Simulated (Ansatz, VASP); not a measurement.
# One calculation of SnSe, two programs

```
Sn Se
1.0
    11.44034    0.00000    0.00000
     0.00000    4.20701    0.00000
     0.00000    0.00000    4.56710
Sn Se
4 4
Direct
  0.12148 0.25000 0.11646
  0.87852 0.75000 0.88354
  0.37852 0.75000 0.61646
  0.62148 0.25000 0.38354
  0.85488 0.25000 0.47633
  0.14512 0.75000 0.52367
  0.64512 0.75000 0.97633
  0.35488 0.25000 0.02367
```

Change from the starting cell: strain -0.0300 x Voigt [1, 0, 0, 0, 0, 0], atoms carried along.

Alike in both runs: task single point; functional PBE; k mesh 4 × 6 × 6; occupations gaussian, width 0.05 eV; no spin polarisation.

|  | VASP | Ansatz |
| --- | --- | --- |
| version | VASP 6.6.1 | Ansatz 0.2.0 |
| potentials or method | VASP PAW PBE potentials, release 64 (Sn_d, Se), cutoff 520 eV | scalar-relativistic, plane waves, PAW |
| valence electrons in the cell | 80 | 120 |

Ansatz gave:

* gap on the k mesh at the Fermi level (eV): 0.65
* least direct gap on the mesh (eV): 0.90
* pressure (GPa): 1.6
* traceless stress, the component that is largest in VASP (GPa): 2.03
* rms of the force components (eV/Å): 0.174

Problem. Estimate VASP's values.

Solution. gap on the k mesh at the Fermi level (eV): 0.65; least direct gap on the mesh (eV): 0.89; pressure (GPa): 1.6; traceless stress, the component that is largest in VASP (GPa): 2.05; rms of the force components (eV/Å): 0.181.

Atom by atom the forces differ by 0.009 eV/Å (rms over components). The functional is the same, so the differences come from potentials, cutoffs and numerics. VASP's potentials hold 80 valence electrons a cell and Ansatz's 120, so a difference there can come from the potentials and not from the codes.
